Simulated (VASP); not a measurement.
# Tb3Ag (Pm-3m) in VASP: single point with PBE

Aim: the single point of Tb3Ag with PBE.

Program: VASP 6.6.1. These are calculated values, not measurements. Logs are shortened: lines on timing, memory, paths and dates and some standing lists are left out, and cuts for length are marked.

## (1) The cell of the first run

The structure is cubic, space group Pm-3m (No. 221). The conventional cell has a = 4.832 Å, b = 4.832 Å, c = 4.832 Å, α = 90.00°, β = 90.00°, γ = 90.00°. Within 4.5 Å of Tb (site symmetry 4/mmm) lie 8 Tb at 3.42 Å and 4 Ag at 3.42 Å. Within 4.5 Å of Ag (site symmetry m-3m) lie 12 Tb at 3.42 Å.

## (2) Single point, PBE, collinear spin, ferromagnetic start

INCAR reads:

```
  ALGO = Normal
  EDIFF = 1E-6
  ENCUT = 520
  GGA = PE
  ISIF = 2
  ISMEAR = -1
  ISPIN = 2
  LASPH = True
  LCHARG = False
  LMAXMIX = 6
  LORBIT = 11
  LREAL = False
  LWAVE = False
  MAGMOM = 6 6 6 0
  NBANDS = 46
  NELM = 150
  PREC = Accurate
  SIGMA = 0.05
```

KPOINTS reads:

```
k-points
0
Gamma
  6 6 6
```

POSCAR reads:

```
Tb3Ag
1.0
    4.8320557609      0.0000000000      0.0000000000
    0.0000000000      4.8320557609      0.0000000000
    0.0000000000      0.0000000000      4.8320557609
Tb Ag
3 1
Direct
    0.5000000000      0.5000000000      0.0000000000
    0.5000000000      0.0000000000      0.5000000000
    0.0000000000      0.5000000000      0.5000000000
    0.0000000000      0.0000000000      0.0000000000
```

Potentials or basis: VASP PAW PBE potentials, release 64 (Tb, Ag).

Command:

```
$ cat potpaw_PBE.64/Tb/POTCAR potpaw_PBE.64/Ag/POTCAR > POTCAR
$ mpirun -np 1 vasp_std > vasp.out
```

OUTCAR:

```text
EDIFF = 1E-6
   ENCUT = 520
   GGA = PE
   ISIF = 2
   ISMEAR = -1
   ISPIN = 2
   LASPH = True
   LORBIT = 11
   LREAL = False
   NELM = 150
   PREC = Accurate

 ion  position               nearest neighbor table
   1  0.500  0.500  0.000-   2 3.42   3 3.42   4 3.42   2 3.42   3 3.42   2 3.42   4 3.42   2 3.42
                             3 3.42   4 3.42   3 3.42   4 3.42
   2  0.500  0.000  0.500-   1 3.42   3 3.42   4 3.42   1 3.42   4 3.42   1 3.42   3 3.42   1 3.42
                             3 3.42   4 3.42   4 3.42   3 3.42
   3  0.000  0.500  0.500-   1 3.42   2 3.42   4 3.42   1 3.42   4 3.42   2 3.42   4 3.42   4 3.42
                             1 3.42   2 3.42   1 3.42   2 3.42
   4  0.000  0.000  0.000-   1 3.42   2 3.42   3 3.42   2 3.42   3 3.42   1 3.42   3 3.42   3 3.42
                             1 3.42   2 3.42   2 3.42   1 3.42

  LATTYP: Found a simple cubic cell.
 ALAT       =     4.8320557609

  Lattice vectors:

 A1 = (   4.8320557609,   0.0000000000,   0.0000000000)
 A2 = (   0.0000000000,   4.8320557609,   0.0000000000)
 A3 = (   0.0000000000,   0.0000000000,   4.8320557609)

Analysis of symmetry for initial positions (statically):
=====================================================================
 Subroutine PRICEL returns:
 Original cell was already a primitive cell.

 Routine SETGRP: Setting up the symmetry group for a
 simple cubic supercell.

 Subroutine GETGRP returns: Found 48 space group operations
 (whereof 48 operations were pure point group operations)
 out of a pool of 48 trial point group operations.

The static configuration has the point symmetry O_h .

Analysis of symmetry for dynamics (positions and initial velocities):
=====================================================================
 Subroutine PRICEL returns:
 Original cell was already a primitive cell.

 Routine SETGRP: Setting up the symmetry group for a
 simple cubic supercell.

 Subroutine GETGRP returns: Found 48 space group operations
 (whereof 48 operations were pure point group operations)
 out of a pool of 48 trial point group operations.

The dynamic configuration has the point symmetry O_h .

Analysis of structural, dynamic, and magnetic symmetry:
=====================================================================
 Subroutine PRICEL returns:
 Original cell was already a primitive cell.

 Routine SETGRP: Setting up the symmetry group for a
 simple cubic supercell.

 Subroutine GETGRP returns: Found 48 space group operations
 (whereof 48 operations were pure point group operations)
[... 130 lines left out ...]
   LEPSILON=     F    determine dielectric tensor
   LRPA    =     F    only Hartree local field effects (RPA)
 spin polarized calculation
  energy-cutoff  :      520.00
  volume of cell :      112.82
 maximum number of plane-waves:      3068
 NGX is ok and might be reduce to    36
   NGX = 17   NGY = 17   NGZ = 17

 number of electron      67.9999928 magnetization      18.3107912

 Free energy of the ion-electron system (eV)
  ---------------------------------------------------
  ext. energy  EPLUGINS =         0.00000000
  ---------------------------------------------------
  free energy    TOTEN  =       -31.49218444 eV

  energy without entropy =      -31.34679294  energy(sigma->0) =      -31.41948869

 E-fermi :   3.7811     XC(G=0): -10.4200

 val. band max:        3.7800174270   @ k =   0.5000   0.3333   0.0000
 cond. band min:       3.7813654748   @ k =   0.5000   0.5000   0.3333
 fundamental gap:      0.0013480478
 Fermi energy:         3.7811025101

 spin component 1

 k-point     1 :       0.0000    0.0000    0.0000
  band No.  band energies     occupation
      1     -42.4271      1.00000
      2     -42.3219      1.00000
      3     -42.3219      1.00000
      4     -19.3906      1.00000
      5     -19.3906      1.00000
      6     -19.3906      1.00000
[... 969 lines left out ...]
     45       4.4210      0.00000
     46       5.2607      0.00000
 Fermi energy:         3.7811025101

 spin component 2

 k-point     1 :       0.0000    0.0000    0.0000
  band No.  band energies     occupation
      1     -39.8177      1.00000
      2     -39.6916      1.00000
      3     -39.6916      1.00000
      4     -17.5391      1.00000
      5     -17.5391      1.00000
      6     -17.5391      1.00000
[... 969 lines left out ...]
     45       5.0055      0.00000
     46       6.0334      0.00000

------------------------ aborting loop because EDIFF is reached ----------------------------------------

  FORCE on cell =-STRESS in cart. coord.  units (eV):
  Direction    XX          YY          ZZ          XY          YZ          ZX
  --------------------------------------------------------------------------------------
  -------------------------------------------------------------------------------------
  Total       -0.2110455     -0.2110455     -0.2110455     -0.0000000     -0.0000000     -0.0000000
  in kB       -2.9970288     -2.9970288     -2.9970288     -0.0000000     -0.0000000     -0.0000000
  external PRESSURE =      -2.9970288 kB  Pullay stress =       0.0000000 kB

 VOLUME and BASIS-vectors are now :
 -----------------------------------------------------------------------------
  energy-cutoff  :      520.00
  volume of cell :      112.82
      direct lattice vectors                 reciprocal lattice vectors
     4.832055761  0.000000000  0.000000000     0.206951254  0.000000000  0.000000000
     0.000000000  4.832055761  0.000000000     0.000000000  0.206951254  0.000000000
     0.000000000  0.000000000  4.832055761     0.000000000  0.000000000  0.206951254

 POSITION                                       TOTAL-FORCE (eV/Angst)
 -----------------------------------------------------------------------------------
      2.41603      2.41603      0.00000         0.000000      0.000000      0.000000
      2.41603      0.00000      2.41603         0.000000      0.000000      0.000000
      0.00000      2.41603      2.41603         0.000000      0.000000      0.000000
      0.00000      0.00000      0.00000         0.000000      0.000000      0.000000
 -----------------------------------------------------------------------------------
    total drift:                                0.000000      0.000000      0.000000

  FREE ENERGIE OF THE ION-ELECTRON SYSTEM (eV)
  ---------------------------------------------------
  free  energy   TOTEN  =       -31.4921844430 eV

  energy  without entropy=      -31.3467929415  energy(sigma->0) =      -31.41948869

 total charge

# of ion       s       p       d       f       tot
--------------------------------------------------
    1        2.081   5.601   0.512   8.139  16.334
    2        2.081   5.601   0.512   8.139  16.334
    3        2.081   5.601   0.512   8.139  16.334
    4        0.502   0.278   9.045   0.000   9.824
--------------------------------------------------
tot          6.746  17.082  10.580  24.418  58.826

 magnetization (x)

# of ion       s       p       d       f       tot
--------------------------------------------------
    1        0.006  -0.045   0.144   5.653   5.757
    2        0.006  -0.045   0.144   5.653   5.757
    3        0.006  -0.045   0.144   5.653   5.757
    4       -0.018   0.017   0.018   0.000   0.016
--------------------------------------------------
tot         -0.001  -0.119   0.450  16.958  17.289
```

OSZICAR:

```text
N       E                     dE             d eps       ncg     rms          rms(c)
DAV:   1     0.654976537576E+03    0.65498E+03   -0.21913E+04  5250   0.719E+03
DAV:   2     0.165937993739E+03   -0.48904E+03   -0.43663E+03  5824   0.807E+02
DAV:   3     0.654772674514E+01   -0.15939E+03   -0.14747E+03  5352   0.295E+02
[... 13 lines left out ...]
DAV:  88    -0.314921418741E+02    0.77067E-04   -0.20865E-04  6806   0.536E-01    0.362E-01
DAV:  89    -0.314921813570E+02   -0.39483E-04   -0.10586E-04  6880   0.169E-01    0.345E-01
DAV:  90    -0.314921677916E+02    0.13565E-04   -0.42920E-05  6214   0.342E-01    0.238E-01
DAV:  91    -0.314921848120E+02   -0.17020E-04   -0.20199E-05  6106   0.174E-01    0.203E-01
DAV:  92    -0.314921844430E+02    0.36891E-06   -0.75982E-06  4432   0.445E-02
   1 F= -.31492184E+02 E0= -.31419489E+02  d E =-.145392E+00  mag=    18.3116
```

Run time: 15 min. Hardware: 1 thread of Intel Xeon Platinum 8488C (Sapphire Rapids), shared host; peak memory 0.37 GiB.

Results:

```
Free energy                                           : -31.4922 eV
Pressure                                              : -0.3 GPa
Net moment                                            : 18.31 μB per cell
Site moments                                          : Tb +5.76; Ag +0.02 μB
Valence electrons inside the program's atomic spheres : Tb 16.33; Ag 9.82
```

Levels at points of the mesh, in eV from the Fermi level:
Spin up:
| k point | band 41 | band 42 | band 43 | band 44 | band 45 | band 46 |
| --- | --- | --- | --- | --- | --- | --- |
| (0.00, 0.00, 0.00) | -0.39 | -0.39 | -0.39 | -0.36 | -0.36 | 2.32 |
| (0.50, 0.00, 0.00) | -1.38 | -0.22 | -0.16 | -0.16 | 1.07 | 1.46 |
| (0.50, 0.50, 0.00) | -1.96 | -0.83 | -0.33 | 0.28 | 0.35 | 0.35 |
| (0.50, 0.50, 0.50) | -1.36 | -1.36 | 0.64 | 0.64 | 0.64 | 1.48 |
Spin down:
```tsv
k point	band 21	band 22	band 23	band 24	band 25	band 26	band 27	band 28
(0.00, 0.00, 0.00)	-0.06	-0.06	0.08	0.08	0.08	0.24	0.24	0.24
(0.50, 0.00, 0.00)	-0.33	-0.27	-0.06	-0.03	-0.03	0.02	0.15	0.15
(0.50, 0.50, 0.00)	-0.48	-0.45	-0.21	-0.21	-0.02	-0.02	0.04	0.20
(0.50, 0.50, 0.50)	-0.70	-0.23	-0.23	-0.23	-0.01	0.00	0.00	0.00
```

Caveat: the magnetic or orbital state may not be the lowest; spin-orbit coupling is left out, which moves the levels of the heavy elements; semilocal functionals describe open f shells poorly, which spoils levels, moments and volumes. The state reached can hang on the start; a lower one may exist.
